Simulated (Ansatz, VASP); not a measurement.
## One calculation of Ag, two programs

```
CELL_PARAMETERS angstrom
2.93228 0.00000 0.00000
-1.46614 2.53943 0.00000
0.00000 0.00000 23.18260
ATOMIC_POSITIONS crystal
Ag 0.00000 0.00000 0.34628
Ag 0.33333 0.66667 0.44905
Ag 0.66667 0.33333 0.55095
Ag 0.00000 0.00000 0.65372
```

Alike in both runs: task single point; functional PBE; k mesh 14 × 14 × 1; occupations fermi-dirac, width 0.05 eV; no spin polarisation.

```csv
,VASP,Ansatz
version,VASP 6.6.1,Ansatz 0.2.0
potentials or method,"VASP PAW PBE potentials, release 64 (Ag)","PAW with Ansatz's default frozen-core files, scalar-relativistic"
plane-wave cutoff (eV),520,420
valence electrons in the cell,44,76
```

```tsv
	VASP	Ansatz	Ansatz less VASP
rms of the force components (eV/Å)	0.005	0.004	-0.0013
```

Atom by atom the forces differ by 0.001 eV/Å (rms over components). VASP's potentials hold 44 valence electrons a cell and Ansatz's 76, so a difference there can come from the potentials and not from the codes.
